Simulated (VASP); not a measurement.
# O in VASP: molecular dynamics with LDA

Aim: the molecular dynamics of O with LDA.

Program: VASP 6.6.1. These are calculated values, not measurements. Logs are shortened: lines on timing, memory, paths and dates and some standing lists are left out, and cuts for length are marked.

## Step 1: The cell of the first run

The cell holds an amorphous packing of atoms, 16 atoms: a = 7.877 Å, b = 7.877 Å, c = 7.877 Å, α = 90.00°, β = 90.00°, γ = 90.00°.

## Step 2: Molecular dynamics, LDA, collinear spin, ferromagnetic start

The input, INCAR:

```
SYSTEM = O
PREC = Accurate
ENCUT = 520
EDIFF = 1E-5
ISMEAR = -1
SIGMA = 0.002
LREAL = Auto
LASPH = .True.
NELM = 150
ALGO = Normal
ISIF = 2
LWAVE = .False.
LCHARG = .False.
ISPIN = 2
MAGMOM = 1 1 1 1 1 1 1 1 1 1 1 1 1 1 1 1
LORBIT = 11
NBANDS = 66
IBRION = 0
NSW = 40
POTIM = 1.0
TEBEG = 700.0
TEEND = 700.0
ISYM = 0
NELMIN = 4
RANDOM_SEED = 454859 0 0
MDALGO = 1
ANDERSEN_PROB = 0.0
```

The input, KPOINTS:

```
regular mesh
0
Gamma
  1 1 1
  0 0 0
```

The input, POSCAR:

```
O
1.0
    7.8772940000      0.0000000000      0.0000000000
    0.0000000000      7.8772940000      0.0000000000
    0.0000000000      0.0000000000      7.8772940000
O
16
Direct
    0.4228305100      0.3886379000      0.8199870400
    0.5294394800      0.2885478600      0.8377627900
    0.2680835100      0.3235028900      0.5038158800
    0.1664127200      0.4304176000      0.4911146800
    0.4342097100      0.8560272200      0.1943496900
    0.4661669300      0.9793450500      0.1080218700
    0.7250743800      0.5752198400      0.7882665600
    0.8129815600      0.5085697400      0.6828123400
   -0.1285524200      0.2039461500      0.3533938200
   -0.1412090800      0.1793365100      0.2029397200
    0.8639134800      0.5581212400      0.1026455600
    0.8252382000      0.7074307000      0.1113522000
    0.7439742400      0.7089144300      0.4472417100
    0.7104723200      0.8312329800      0.5331336300
    0.1782451700      0.6592360400      0.0181500100
    0.1195856600      0.5614475900     -0.0814604100
```

Potentials or basis: VASP PAW LDA potentials, release 64 (O).

On the command line:

```console
$ cat potpaw_LDA.64/O/POTCAR > POTCAR
$ mpirun -np 1 vasp_gam > vasp.out
```

OUTCAR:

```text
SYSTEM = O
   PREC = Accurate
   ENCUT = 520
   EDIFF = 1E-5
   ISMEAR = -1
   LREAL = Auto
   LASPH = .True.
   NELM = 150
   ISIF = 2
   ISPIN = 2
   LORBIT = 11
   IBRION = 0
   NSW = 40
   POTIM = 1.0
   TEBEG = 700.0
   ISYM = 0
   NELMIN = 4

 ion  position               nearest neighbor table
   1  0.423  0.389  0.820-   2 1.16
   2  0.529  0.289  0.838-   1 1.16
   3  0.268  0.324  0.504-   4 1.17
   4  0.166  0.430  0.491-   3 1.17
   5  0.434  0.856  0.194-   6 1.21
   6  0.466  0.979  0.108-   5 1.21
[... 8 lines left out ...]
  15  0.178  0.659  0.018-  16 1.19
  16  0.120  0.561  0.919-  15 1.19

IMPORTANT INFORMATION: All symmetrisations will be switched off!
NOSYMM: (Re-)initialisation of all symmetry stuff for point group C_1.

----------------------------------------------------------------------------------------

                                     Primitive cell

  volume of cell :     488.8000

  direct lattice vectors                    reciprocal lattice vectors
     7.877294000  0.000000000  0.000000000     0.126947147  0.000000000  0.000000000
     0.000000000  7.877294000  0.000000000     0.000000000  0.126947147  0.000000000
     0.000000000  0.000000000  7.877294000     0.000000000  0.000000000  0.126947147

  length of vectors
     7.877294000  7.877294000  7.877294000     0.126947147  0.126947147  0.126947147

  position of ions in fractional coordinates (direct lattice)
     0.422830510  0.388637900  0.819987040
     0.529439480  0.288547860  0.837762790
     0.268083510  0.323502890  0.503815880
     0.166412720  0.430417600  0.491114680
     0.434209710  0.856027220  0.194349690
     0.466166930  0.979345050  0.108021870
[... 8 lines left out ...]
     0.178245170  0.659236040  0.018150010
     0.119585660  0.561447590  0.918539590

  ion indices of the primitive-cell ions
   primitive index   ion index
                 1           1
                 2           2
                 3           3
                 4           4
                 5           5
                 6           6
[... 8 lines left out ...]
                15          15
                16          16

----------------------------------------------------------------------------------------

 KPOINTS: regular mesh

Automatic generation of k-mesh.
 Grid dimensions read from file:
 generate k-points for:    1    1    1

 Generating k-lattice:

  Cartesian coordinates                     Fractional coordinates (reciprocal lattice)
[... 94 lines left out ...]
  in kB       25.2742580     30.7116920     16.5641456    -20.8319985      2.7765100      1.3370530
  external PRESSURE =      24.1833652 kB  Pullay stress =       0.0000000 kB
[... 157 lines left out ...]
  ENERGY OF THE ELECTRON-ION-THERMOSTAT SYSTEM (eV)
  ---------------------------------------------------
% ion-electron   TOTEN  =       -83.997748  see above
  kinetic energy EKIN   =         1.623627
  kin. lattice  EKIN_LAT=         0.000000  (temperature  837.39 K)
  nose potential ES     =         0.000000
  nose kinetic   EPS    =         0.000000
  ---------------------------------------------------
  total energy   ETOTAL =       -82.374120 eV

[... ionic steps 4 to 37 ...]

--------------------------------------- Ionic step       38  -------------------------------------------

 number of electron      95.9999998 magnetization      15.9999999

------------------------ aborting loop because EDIFF is reached ----------------------------------------
[... 115 lines left out ...]
--------------------------------------- Ionic step       40  -------------------------------------------

 number of electron      95.9999999 magnetization      16.0000000

 Free energy of the ion-electron system (eV)
  ---------------------------------------------------
  ext. energy  EPLUGINS =         0.00000000
  ---------------------------------------------------
  free energy    TOTEN  =       -83.84007051 eV

  energy without entropy =      -83.84007051  energy(sigma->0) =      -83.84007051

 E-fermi :  -3.8808     XC(G=0):  -5.3051

 val. band max:       -3.9565669432   @ k =   0.0000   0.0000   0.0000
 cond. band min:      -3.0833692804   @ k =   0.0000   0.0000   0.0000
 fundamental gap:      0.8731976628
 Fermi energy:        -3.8808298060

 spin component 1

 k-point     1 :       0.0000    0.0000    0.0000
  band No.  band energies     occupation
      1     -32.0512      1.00000
      2     -31.3927      1.00000
      3     -31.2575      1.00000
      4     -31.0313      1.00000
      5     -31.0241      1.00000
      6     -30.6751      1.00000
[... 52 lines left out ...]
     59       2.9088      0.00000
     60       3.1053      0.00000
 Fermi energy:        -3.8808298060

 spin component 2

 k-point     1 :       0.0000    0.0000    0.0000
  band No.  band energies     occupation
      1     -30.8576      1.00000
      2     -30.1857      1.00000
      3     -30.0460      1.00000
      4     -29.8127      1.00000
      5     -29.8086      1.00000
      6     -29.4536      1.00000
[... 52 lines left out ...]
     59       3.2738      0.00000
     60       3.4506      0.00000
 [bands above 60 left out]

------------------------ aborting loop because EDIFF is reached ----------------------------------------

  FORCE on cell =-STRESS in cart. coord.  units (eV):
  Direction    XX          YY          ZZ          XY          YZ          ZX
  --------------------------------------------------------------------------------------
  -------------------------------------------------------------------------------------
  Total        4.7878394      9.3091522      5.0709783     -4.7531892      2.1733661      1.4800789
  in kB       15.6934705     30.5133261     16.6215366    -15.5798948      7.1238097      4.8513689
  external PRESSURE =      20.9427777 kB  Pullay stress =       0.0000000 kB
[... 37 lines left out ...]
  ENERGY OF THE ELECTRON-ION-THERMOSTAT SYSTEM (eV)
  ---------------------------------------------------
% ion-electron   TOTEN  =       -83.840071  see above
  kinetic energy EKIN   =         1.470405
  kin. lattice  EKIN_LAT=         0.000000  (temperature  758.37 K)
  nose potential ES     =         0.000000
  nose kinetic   EPS    =         0.000000
  ---------------------------------------------------
  total energy   ETOTAL =       -82.369665 eV

 total charge

# of ion       s       p       d       tot
------------------------------------------
    1        1.606   3.407   0.000   5.013
    2        1.607   3.407   0.000   5.014
    3        1.604   3.369   0.000   4.973
    4        1.604   3.369   0.000   4.973
    5        1.602   3.294   0.000   4.896
    6        1.602   3.292   0.000   4.894
[... 8 lines left out ...]
   15        1.603   3.329   0.000   4.933
   16        1.603   3.328   0.000   4.931
--------------------------------------------------
tot         25.652  53.263   0.000  78.915

 magnetization (x)

# of ion       s       p       d       tot
------------------------------------------
    1        0.008   0.779   0.000   0.787
    2        0.008   0.786   0.000   0.793
    3        0.008   0.787   0.000   0.795
    4        0.008   0.789   0.000   0.797
    5        0.008   0.799   0.000   0.807
    6        0.008   0.795   0.000   0.804
[... 8 lines left out ...]
   15        0.008   0.793   0.000   0.802
   16        0.008   0.794   0.000   0.803
--------------------------------------------------
tot          0.129  12.680   0.000  12.809
```

Wall time 13 min (1 thread of Intel Xeon 6975P-C (Granite Rapids), shared host); peak memory 0.45 GiB.

Results:

```yaml
Valence_electrons_inside_the_program's_atomic_spheres: O 5.01, 4.97, 4.90, 4.89, 4.91, 4.92, 4.88, 4.93
```

Step by step:
| step | potential energy change (eV) | largest force (eV/Å) | pressure (GPa) | volume (Å³) | temperature (K) |
| --- | --- | --- | --- | --- | --- |
| 1 | 0.0000 | 5.9344 | 2.42 | 488.80 | 722 |
| 2 | -0.1226 | 4.6075 | 2.01 | 488.80 | 783 |
| 3 | -0.2306 | 3.4205 | 1.41 | 488.80 | 837 |
| 4 | -0.2804 | 2.0729 | 0.72 | 488.80 | 863 |
| 5 | -0.2596 | 2.2724 | 0.02 | 488.80 | 853 |
| 6 | -0.1824 | 3.1838 | -0.65 | 488.80 | 814 |
| 7 | -0.0772 | 4.0650 | -1.25 | 488.80 | 761 |
| 8 | 0.0254 | 4.6378 | -1.74 | 488.80 | 709 |
| 9 | 0.0998 | 4.9383 | -2.11 | 488.80 | 671 |
| 10 | 0.1288 | 5.0013 | -2.34 | 488.80 | 656 |
| 11 | 0.1059 | 4.8362 | -2.38 | 488.80 | 668 |
| 12 | 0.0358 | 4.4181 | -2.29 | 488.80 | 703 |
| 13 | -0.0657 | 3.7137 | -2.01 | 488.80 | 755 |
| 14 | -0.1730 | 2.9453 | -1.56 | 488.80 | 809 |
| 15 | -0.2551 | 2.2228 | -0.94 | 488.80 | 850 |
| 16 | -0.2827 | 2.5498 | -0.22 | 488.80 | 864 |
| 17 | -0.2401 | 3.1132 | 0.58 | 488.80 | 842 |
| 18 | -0.1377 | 4.8769 | 1.36 | 488.80 | 790 |
| 19 | -0.0177 | 6.6145 | 2.02 | 488.80 | 730 |
| 20 | 0.0600 | 7.4636 | 2.44 | 488.80 | 692 |
| 21 | 0.0518 | 7.1490 | 2.55 | 488.80 | 696 |
| 22 | -0.0396 | 5.7749 | 2.34 | 488.80 | 741 |
| 23 | -0.1672 | 4.3448 | 1.87 | 488.80 | 805 |
| 24 | -0.2715 | 3.0448 | 1.23 | 488.80 | 858 |
| 25 | -0.3132 | 2.3091 | 0.52 | 488.80 | 879 |
| 26 | -0.2849 | 2.3993 | -0.20 | 488.80 | 865 |
| 27 | -0.2045 | 3.2833 | -0.87 | 488.80 | 825 |
| 28 | -0.1017 | 4.1334 | -1.43 | 488.80 | 773 |
| 29 | -0.0065 | 4.6732 | -1.93 | 488.80 | 725 |
| 30 | 0.0569 | 4.9526 | -2.24 | 488.80 | 692 |
| 31 | 0.0736 | 4.9981 | -2.42 | 488.80 | 684 |
| 32 | 0.0388 | 4.8039 | -2.44 | 488.80 | 702 |
| 33 | -0.0405 | 4.3596 | -2.28 | 488.80 | 742 |
| 34 | -0.1467 | 3.6196 | -1.96 | 488.80 | 796 |
| 35 | -0.2533 | 2.7432 | -1.47 | 488.80 | 850 |
| 36 | -0.3294 | 2.1761 | -0.83 | 488.80 | 888 |
| 37 | -0.3479 | 2.8713 | -0.07 | 488.80 | 897 |
| 38 | -0.2965 | 3.2862 | 0.72 | 488.80 | 870 |
| 39 | -0.1896 | 5.0886 | 1.48 | 488.80 | 817 |
| 40 | -0.0729 | 6.7543 | 2.09 | 488.80 | 758 |

Caveat: the k points lie up to 0.80 Å⁻¹ apart; the standard files for N, O and F lose accuracy on very short bonds.
